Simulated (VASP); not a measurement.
# HfN (Fm-3m) in VASP: a series of runs

HfN is run at these levels: PBEsol+D3(BJ), RPBE; tasks: single point.

Everything below comes from runs of VASP 6.6.1. Logs are shortened: lines on timing, memory, paths and dates and some standing lists are left out, and cuts for length are marked.

### Step 1. The cell of the first run

The structure is cubic, space group Fm-3m (No. 225). Conventional cell: a = 4.531 Å, b = 4.531 Å, c = 4.531 Å, α = 90.00°, β = 90.00°, γ = 90.00°. Hf (site symmetry m-3m) has 6 N at 2.27 Å within 3.0 Å. Within 3.0 Å of N (site symmetry m-3m) lie 6 Hf at 2.27 Å.

### Step 2. Single point, PBEsol+D3(BJ) (volume scaled by 1.04)

The input, INCAR:

```
SYSTEM = HfN
  PREC = Accurate
  ENCUT = 520
  EDIFF = 1E-7
  ISMEAR = 0
  SIGMA = 0.05
  LREAL = .FALSE.
  LASPH = .TRUE.
  NELM = 100
  ALGO = Normal
  ISIF = 2
  LWAVE = .FALSE.
  LCHARG = .FALSE.
  GGA = PS
  IVDW = 12
  NBANDS = 14
```

The input, KPOINTS:

```
Automatic mesh
0
G
  10 10 10
  0 0 0
```

The input, POSCAR:

```
HfN
1.0
    0.0000000000      2.2655467397      2.2655467397
    2.2655467397      0.0000000000      2.2655467397
    2.2655467397      2.2655467397      0.0000000000
Hf N
1 1
Direct
    0.5000000000      0.5000000000      0.5000000000
    0.0000000000      0.0000000000      0.0000000000
```

Potentials or basis: VASP PAW PBE potentials, release 64 (Hf_pv, N).

Started as:

```console
cat potpaw_PBE.64/Hf_pv/POTCAR potpaw_PBE.64/N/POTCAR > POTCAR
mpirun -np 1 vasp_std > vasp.out
```

OUTCAR:

```text
SYSTEM = HfN
   PREC = Accurate
   ENCUT = 520
   EDIFF = 1E-7
   ISMEAR = 0
   LREAL = .FALSE.
   LASPH = .TRUE.
   NELM = 100
   ISIF = 2
   GGA = PS
   IVDW = 12
 IVDW          = 12

 ion  position               nearest neighbor table
   1  0.500  0.500  0.500-   2 2.27   2 2.27   2 2.27   2 2.27   2 2.27   2 2.27
   2  0.000  0.000  0.000-   1 2.27   1 2.27   1 2.27   1 2.27   1 2.27   1 2.27

  LATTYP: Found a face centered cubic cell.
 ALAT       =     4.5310934794

  Lattice vectors:

 A1 = (   0.0000000000,   2.2655467397,   2.2655467397)
 A2 = (   2.2655467397,   0.0000000000,   2.2655467397)
 A3 = (   2.2655467397,   2.2655467397,   0.0000000000)

Analysis of symmetry for initial positions (statically):
=====================================================================
 Subroutine PRICEL returns:
 Original cell was already a primitive cell.

 Routine SETGRP: Setting up the symmetry group for a
 face centered cubic supercell.

 Subroutine GETGRP returns: Found 48 space group operations
 (whereof 48 operations were pure point group operations)
 out of a pool of 48 trial point group operations.

The static configuration has the point symmetry O_h .

Analysis of symmetry for dynamics (positions and initial velocities):
=====================================================================
 Subroutine PRICEL returns:
 Original cell was already a primitive cell.

 Routine SETGRP: Setting up the symmetry group for a
 face centered cubic supercell.

 Subroutine GETGRP returns: Found 48 space group operations
 (whereof 48 operations were pure point group operations)
 out of a pool of 48 trial point group operations.

The dynamic configuration has the point symmetry O_h .

 Subroutine INISYM returns: Found 48 space group operations
 (whereof 48 operations are pure point group operations),
 and found     1 'primitive' translations

----------------------------------------------------------------------------------------

                                     Primitive cell

  volume of cell :      23.2568

  direct lattice vectors                    reciprocal lattice vectors
     0.000000000  2.265546740  2.265546740    -0.220697279  0.220697279  0.220697279
     2.265546740  0.000000000  2.265546740     0.220697279 -0.220697279  0.220697279
     2.265546740  2.265546740  0.000000000     0.220697279  0.220697279 -0.220697279

  length of vectors
     3.203966925  3.203966925  3.203966925     0.382258900  0.382258900  0.382258900

  position of ions in fractional coordinates (direct lattice)
     0.500000000  0.500000000  0.500000000
     0.000000000  0.000000000  0.000000000

  ion indices of the primitive-cell ions
   primitive index   ion index
                 1           1
                 2           2

----------------------------------------------------------------------------------------

 KPOINTS: Automatic mesh

Automatic generation of k-mesh.
 Grid dimensions read from file:
 generate k-points for:   10   10   10

 Generating k-lattice:

  Cartesian coordinates                     Fractional coordinates (reciprocal lattice)
    -0.022069728  0.022069728  0.022069728     0.100000000  0.000000000  0.000000000
     0.022069728 -0.022069728  0.022069728     0.000000000  0.100000000  0.000000000
     0.022069728  0.022069728 -0.022069728     0.000000000  0.000000000  0.100000000

  Length of vectors
     0.038225890  0.038225890  0.038225890

  Shift w.r.t. Gamma in fractional coordinates (k-lattice)
     0.000000000  0.000000000  0.000000000

 Subroutine IBZKPT returns following result:
 ===========================================

 Found     47 irreducible k-points:

 Following reciprocal coordinates:
            Coordinates               Weight
  0.000000  0.000000  0.000000      1.000000
  0.100000  0.000000  0.000000      8.000000
  0.200000  0.000000  0.000000      8.000000
  0.300000  0.000000  0.000000      8.000000
  0.400000  0.000000  0.000000      8.000000
  0.500000  0.000000  0.000000      4.000000
[... 16 lines left out ...]
  0.300000  0.300000  0.000000      6.000000
  0.400000  0.300000  0.000000     24.000000
 [... further k-points ...]
   k-points           NKPTS =     47   k-points in BZ     NKDIM =     47   number of bands    NBANDS=     14
   number of dos      NEDOS =    301   number of ions     NIONS =      2
   total plane-waves  NPLWV =  13824
   dimension x,y,z NGX =    24 NGY =   24 NGZ =   24
   dimension x,y,z NGXF=    48 NGYF=   48 NGZF=   48
   ions per type =               1   1
   NGX,Y,Z   is equivalent  to a cutoff of  12.45, 12.45, 12.45 a.u.
   NGXF,Y,Z  is equivalent  to a cutoff of  24.91, 24.91, 24.91 a.u.
 SYSTEM =  HfN
   PREC   = accura    normal or accurate (medium, high low for compatibility)
   ISTART =      0    job   : 0-new  1-cont  2-samecut
   ICHARG =      2    charge: 1-file 2-atom 10-const
   ISPIN  =      1    spin polarized calculation?
   LNONCOLLINEAR =      F non collinear calculations
   LSORBIT =      F    spin-orbit coupling
   LASPH  =      T    aspherical Exc in radial PAW
   ENCUT  =  520.0 eV  38.22 Ry    6.18 a.u.   5.96  5.96  5.96*2*pi/ulx,y,z
   NELM   =    100;   NELMIN=  2; NELMDL= -5     # of ELM steps
   EDIFF  = 0.1E-06   stopping-criterion for ELM
   LREAL  =      F    real-space projection
   EDIFFG = 0.1E-05   stopping-criterion for IOM
   NSW    =      0    number of steps for IOM
   IBRION =     -1    ionic relax: 0-MD 1-quasi-New 2-CG
   NFREE  =      0    steps in history (QN), initial steepest desc. (CG)
   ISIF   =      2    stress and relaxation
   ISYM   =      2    0-nonsym 1-usesym 2-fastsym
   POTIM  = 0.5000    time-step for ionic-motion
   TEBEG  =    0.0;   TEEND  =   0.0 temperature during run
   PSTRESS=    0.0 pullay stress
   NELECT =      15.0000    total number of electrons
   NUPDOWN=      -1.0000    fix difference up-down
   EMIN   =  10.00;   EMAX   =-10.00  energy-range for DOS
   EFERMI =   0.00;   METHOD = LEGACY
   ISMEAR =     0;   SIGMA  =   0.05  broadening in eV -4-tet -1-fermi 0-gaus
   EFERMI_NEDOS =   21; number of points for ismear=-14 and -15
   IALGO  =     38    algorithm
   IMIX   =      4    mixing-type and parameters
     AMIX     =   0.40;   BMIX     =  1.00
     AMIX_MAG =   1.60;   BMIX_MAG =  1.00
  volume/ion in A,a.u.               =      11.63        78.47
  Fermi-wavevector in a.u.,A,eV,Ry     =   1.414454  2.672931 27.220914  2.000681
  Thomas-Fermi vector in A             =   2.535995
   LORBIT       =      0    0 simple, 1 ext, 2 COOP (PROOUT), +10 PAW based schemes
   GGA     = PS    functional components
   LHFCALC =     F    Hartree Fock is set to
   AEXX    =    0.0000 exact exchange contribution
   IVDW    =    12    specifies the selected vdW correction
   LEPSILON=     F    determine dielectric tensor
   LRPA    =     F    only Hartree local field effects (RPA)
 non-spin polarized calculation
 Gauss-broadening in eV      SIGMA  =   0.05
  energy-cutoff  :      520.00
  volume of cell :       23.26
 maximum number of plane-waves:       636
   NGX = 11   NGY = 11   NGZ = 11

 number of electron      15.0000000 magnetization

 Free energy of the ion-electron system (eV)
  ---------------------------------------------------
  ext. energy  EPLUGINS =         0.00000000
  ---------------------------------------------------
  free energy    TOTEN  =       -22.97187941 eV

  energy without entropy =      -22.97082856  energy(sigma->0) =      -22.97135398

 E-fermi :   8.1483     XC(G=0): -12.8484

 val. band max:        8.1065177528   @ k =  -0.4000   0.3000   0.0000
 cond. band min:       8.1659290266   @ k =  -0.1000   0.1000   0.0000
 fundamental gap:      0.0594112739
 Fermi energy:         8.1482614569

 k-point     1 :       0.0000    0.0000    0.0000
  band No.  band energies     occupation
      1     -22.9673      2.00000
      2     -22.9673      2.00000
      3     -22.9673      2.00000
      4      -9.2698      2.00000
      5       5.1416      2.00000
      6       5.1416      2.00000
      7       5.1416      2.00000
      8       7.7577      2.00000
      9       7.7577      2.00000
     10       7.7577      2.00000
     11       9.8477      0.00000
     12      10.0470      0.00000
     13      10.0470      0.00000
     14      17.6399      0.00000

 k-point     2 :       0.1000    0.0000    0.0000
  band No.  band energies     occupation
      1     -23.0657      2.00000
      2     -22.9756      2.00000
      3     -22.9756      2.00000
      4      -9.0430      2.00000
      5       4.2130      2.00000
      6       4.5973      2.00000
      7       4.5973      2.00000
      8       7.9847      2.00000
      9       8.0827      1.93620
     10       8.0827      1.93620
     11      10.5542      0.00000
     12      10.7829      0.00000
     13      10.7829      0.00000
     14      18.4001      0.00000

 k-point     3 :       0.2000    0.0000    0.0000
  band No.  band energies     occupation
      1     -23.3132      2.00000
      2     -22.9972      2.00000
      3     -22.9972      2.00000
      4      -8.4325      2.00000
      5       2.5398      2.00000
      6       3.6063      2.00000
      7       3.6063      2.00000
      8       8.3636      0.00000
      9       8.8924      0.00000
     10       8.8924      0.00000
     11      12.0055      0.00000
     12      12.4410      0.00000
     13      12.4410      0.00000
     14      20.2060      0.00000

 k-point     4 :       0.3000    0.0000    0.0000
  band No.  band energies     occupation
      1     -23.6020      2.00000
      2     -23.0235      2.00000
      3     -23.0235      2.00000
      4      -7.6199      2.00000
      5       0.9389      2.00000
      6       2.7395      2.00000
      7       2.7395      2.00000
      8       9.0847      0.00000
      9      10.0398      0.00000
     10      10.0398      0.00000
     11      13.2396      0.00000
     12      14.3431      0.00000
     13      14.3431      0.00000
     14      20.3103      0.00000

 k-point     5 :       0.4000    0.0000    0.0000
  band No.  band energies     occupation
      1     -23.8235      2.00000
      2     -23.0447      2.00000
      3     -23.0447      2.00000
      4      -6.8709      2.00000
      5      -0.2619      2.00000
      6       2.1793      2.00000
      7       2.1793      2.00000
      8      10.2637      0.00000
      9      11.2270      0.00000
     10      11.2270      0.00000
     11      13.3185      0.00000
[... 276 lines left out ...]
 k-point    22 :      -0.2000    0.2000    0.0000
  band No.  band energies     occupation
      1     -23.5495      2.00000
      2     -23.2009      2.00000
      3     -23.0132      2.00000
      4      -7.5629      2.00000
      5       0.8830      2.00000
      6       2.4858      2.00000
      7       3.1914      2.00000
      8       9.1903      0.00000
      9       9.4448      0.00000
     10      11.3434      0.00000
     11      11.7522      0.00000
     12      14.6329      0.00000
     13      15.7954      0.00000
     14      20.3026      0.00000

 k-point    23 :       0.3000    0.3000    0.0000
  band No.  band energies     occupation
      1     -23.5211      2.00000
      2     -23.1665      2.00000
      3     -23.1665      2.00000
      4      -7.9783      2.00000
      5       1.3390      2.00000
      6       4.2893      2.00000
      7       4.2893      2.00000
      8       5.2133      2.00000
      9      11.3232      0.00000
     10      11.7911      0.00000
     11      12.1784      0.00000
     12      12.1784      0.00000
     13      17.0268      0.00000
     14      20.3134      0.00000

 k-point    24 :       0.4000    0.3000    0.0000
  band No.  band energies     occupation
      1     -23.6278      2.00000
      2     -23.2262      2.00000
      3     -23.1979      2.00000
      4      -7.8633      2.00000
      5       1.5463      2.00000
      6       3.5399      2.00000
      7       4.0300      2.00000
      8       5.6578      2.00000
      9      12.1522      0.00000
     10      12.6430      0.00000
     11      12.8283      0.00000
     12      12.8640      0.00000
     13      17.1867      0.00000
     14      19.2701      0.00000

 [... further k-points ...]

------------------------ aborting loop because EDIFF is reached ----------------------------------------

 Edisp (eV)   -0.76955

 E8    (eV) :    -0.5402

  FORCE on cell =-STRESS in cart. coord.  units (eV):
  Direction    XX          YY          ZZ          XY          YZ          ZX
  --------------------------------------------------------------------------------------
  -------------------------------------------------------------------------------------
  Total      -1.85834    -1.85834    -1.85834     0.00000     0.00000     0.00000
  in kB    -128.02294  -128.02294  -128.02294     0.00000     0.00000     0.00000
  external pressure =     -128.02 kB  Pullay stress =        0.00 kB

 VOLUME and BASIS-vectors are now :
 -----------------------------------------------------------------------------
  energy-cutoff  :      520.00
  volume of cell :       23.26
      direct lattice vectors                 reciprocal lattice vectors
     0.000000000  2.265546740  2.265546740    -0.220697279  0.220697279  0.220697279
     2.265546740  0.000000000  2.265546740     0.220697279 -0.220697279  0.220697279
     2.265546740  2.265546740  0.000000000     0.220697279  0.220697279 -0.220697279

 POSITION                                       TOTAL-FORCE (eV/Angst)
 -----------------------------------------------------------------------------------
      2.26555      2.26555      2.26555         0.000000      0.000000     -0.000000
      0.00000      0.00000      0.00000        -0.000000     -0.000000      0.000000
 -----------------------------------------------------------------------------------
    total drift:                                0.000000     -0.000000     -0.000000

  FREE ENERGIE OF THE ION-ELECTRON SYSTEM (eV)
  ---------------------------------------------------
  free  energy   TOTEN  =       -23.7414332509 eV

  energy  without entropy=      -23.7403824019  energy(sigma->0) =      -23.74090783
```

Wall time 22 s (1 thread of Intel Xeon 8259CL, shared host); peak memory 0.16 GiB.

What came out:

* Free energy: -23.7414 eV
* Pressure: -12.8 GPa
* Dispersion energy per atom: -0.385 eV

Levels at points of the mesh, in eV from the Fermi level:
```csv
k point,band 6,band 7,band 8,band 9,band 10,band 11
"(0.00, 0.00, 0.00)",-3.01,-3.01,-0.39,-0.39,-0.39,1.70
"(0.50, 0.00, 0.00)",-6.16,-6.16,3.23,3.64,3.64,4.33
"(0.50, 0.50, 0.00)",-3.83,-3.68,-3.68,4.02,5.46,5.46
```

Caveat: the cell differs from its parent crystal (volume scaled by 1.04); the PAW data sets were made with another functional, which shifts forces and pressure a little; spin-orbit coupling is left out, which moves the levels of the heavy elements; pairwise dispersion overbinds metals, which lowers pressure and volume.

### Step 3. Single point, RPBE

This run uses another cell than the first one, of 11.53 Å³/atom, 0.991 times its volume.

The input, INCAR:

```
PREC     = Accurate       # precision mode
ENCUT    = 520            # plane-wave cutoff, eV
EDIFF    = 1E-6           # SCF threshold, eV
ISMEAR   = 0              # smearing method
SIGMA    = 0.05           # smearing width, eV
LREAL    = F              # projectors in reciprocal space
LASPH    = T              # aspherical terms in the spheres
NELM     = 60             # most SCF steps
ALGO     = Normal         # electronic algorithm
ISIF     = 2              # what is computed and relaxed
LWAVE    = F              # write WAVECAR
LCHARG   = F              # write CHGCAR
GGA      = RP             # functional
NBANDS   = 14             # bands
```

The input, KPOINTS:

```
Automatic mesh
0
Gamma
  10 10 10
```

The input, POSCAR:

```
HfN
1.0
    0.0000000000      2.2590026142      2.2590026142
    2.2590026142      0.0000000000      2.2590026142
    2.2590026142      2.2590026142      0.0000000000
Hf N
1 1
Direct
    0.5000000000      0.5000000000      0.5000000000
    0.0000000000      0.0000000000      0.0000000000
```

Potentials or basis: VASP PAW PBE potentials, release 64 (Hf_pv, N).

Started as:

```console
cat potpaw_PBE.64/Hf_pv/POTCAR potpaw_PBE.64/N/POTCAR > POTCAR
mpirun -np 1 vasp_std > vasp.out
```

It took 21 s on 1 thread of Intel Xeon 8259CL, shared host; peak memory 0.15 GiB.

Results (log left out):

```yaml
Free_energy: -20.7515 eV
Pressure: 7.6 GPa
```

Levels at points of the mesh, in eV from the Fermi level:
| k point | band 4 | band 5 | band 6 | band 7 | band 8 | band 9 | band 10 | band 11 | band 12 | band 13 |
| --- | --- | --- | --- | --- | --- | --- | --- | --- | --- | --- |
| (0.00, 0.00, 0.00) | -17.64 | -3.10 | -3.10 | -3.10 | -0.37 | -0.37 | -0.37 | 1.72 | 1.94 | 1.94 |
| (0.50, 0.00, 0.00) | -14.95 | -8.94 | -6.24 | -6.24 | 3.25 | 3.68 | 3.68 | 4.35 | 8.81 | 8.81 |
| (0.50, 0.50, 0.00) | -16.56 | -5.49 | -3.84 | -3.77 | -3.77 | 4.07 | 5.50 | 5.50 | 5.54 | 8.00 |

Caveat: the PAW data sets were made with another functional, which shifts forces and pressure a little; spin-orbit coupling is left out, which moves the levels of the heavy elements.

### Step 4. Single point, RPBE (volume scaled by 0.98)

The input, INCAR:

```
PREC     = Accurate       # precision mode
ENCUT    = 520            # plane-wave cutoff, eV
EDIFF    = 1E-7           # SCF threshold, eV
ISMEAR   = 0              # smearing method
SIGMA    = 0.05           # smearing width, eV
LREAL    = False          # projectors in reciprocal space
LASPH    = True           # aspherical terms in the spheres
NELM     = 60             # most SCF steps
ALGO     = Normal         # electronic algorithm
ISIF     = 2              # what is computed and relaxed
LWAVE    = False          # write WAVECAR
LCHARG   = False          # write CHGCAR
GGA      = RP             # functional
NBANDS   = 14             # bands
```

KPOINTS is that of step 3.

The input, POSCAR:

```
HfN
1.0
    0.0000000000      2.2718683843      2.2718683843
    2.2718683843      0.0000000000      2.2718683843
    2.2718683843      2.2718683843      0.0000000000
Hf N
1 1
Direct
    0.5000000000      0.5000000000      0.5000000000
    0.0000000000      0.0000000000      0.0000000000
```

Started as:

```console
cat potpaw_PBE.64/Hf_pv/POTCAR potpaw_PBE.64/N/POTCAR > POTCAR
mpirun -np 1 vasp_std > vasp.out
```

It took 21 s on 1 thread of Intel Xeon 8259CL, shared host; peak memory 0.15 GiB.

Results (log left out):

- Free energy: -20.7646 eV
- Pressure: 2.9 GPa

Levels at points of the mesh, in eV from the Fermi level:
```
           k point  band 5  band 6  band 7  band 8  band 9  band 10  band 11  band 12
(0.00, 0.00, 0.00)   -3.08   -3.08   -3.08   -0.36   -0.36    -0.36     1.57     1.90
(0.50, 0.00, 0.00)   -8.84   -6.15   -6.15    3.17    3.59     3.59     4.26     8.61
(0.50, 0.50, 0.00)   -5.49   -3.76   -3.75   -3.75    3.98     5.34     5.37     5.37
```

Caveat: the cell differs from its parent crystal (volume scaled by 0.98); the PAW data sets were made with another functional, which shifts forces and pressure a little; spin-orbit coupling is left out, which moves the levels of the heavy elements.

(Continued in part 2 of 2.)
